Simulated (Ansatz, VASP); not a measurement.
BP: VASP beside Ansatz

File INCAR:

```
SYSTEM = BP
PREC     = Accurate       ! precision mode
ENCUT    = 520            ! plane-wave cutoff, eV
EDIFF    = 1E-8           ! SCF threshold, eV
ISMEAR   = -1             ! smearing method
SIGMA    = 0.08           ! smearing width, eV
LREAL    = .False.        ! projectors in reciprocal space
LASPH    = .True.         ! aspherical terms in the spheres
NELM     = 60             ! most SCF steps
ALGO     = Normal         ! electronic algorithm
ISIF     = 2              ! what is computed and relaxed
LWAVE    = .False.        ! write WAVECAR
LCHARG   = .False.        ! write CHGCAR
GGA      = PE             ! functional
LEFG     = .True.       
NBANDS   = 11             ! bands
```

KPOINTS

```
Automatic mesh
0
Gamma
  17 17 17
  0 0 0
```

The input POSCAR:

```
BP
1.0
    0.0000000000      2.2690000000      2.2690000000
    2.2690000000      0.0000000000      2.2690000000
    2.2690000000      2.2690000000      0.0000000000
B P
1 1
Direct
    0.0000000000      0.0000000000      0.0000000000
    0.7500000000      0.7500000000      0.7500000000
```

Input for Ansatz:

```yaml
crystal:
  lattice:
    - [0.0, 2.269, 2.269]
    - [2.269, 0.0, 2.269]
    - [2.269, 2.269, 0.0]
  atoms:
    - { symbol: B, position: [0.0, 0.0, 0.0] }
    - { symbol: P, position: [0.75, 0.75, 0.75] }
kpoints:
  mp_grid: { grid: [17, 17, 17] }
scf:
  occupations: { method: fermi_dirac, width: 0.08 }
hamiltonian:
  xc: pbe
  pseudopotentials: { kind: paw }
output:
  forces: true
  stress: true
  eigenvalues: true
  efg: { contact_densities: true }
```

Alike in both runs: task electric field gradients; functional PBE; k mesh 17 × 17 × 17; occupations fermi-dirac, width 0.08 eV; no spin polarisation.

|  | VASP | Ansatz |
| --- | --- | --- |
| version | VASP 6.6.1 | Ansatz 0.2.0 |
| potentials or method | VASP PAW PBE potentials, release 64 (B, P) | PAW with Ansatz's default frozen-core files, scalar-relativistic |
| plane-wave cutoff (eV) | 520 | 420 |
| valence electrons in the cell | 8 | 8 |

|  | VASP | Ansatz | Ansatz less VASP |
| --- | --- | --- | --- |
| pressure (GPa) | 0.9 | 1.1 | +0.23 |
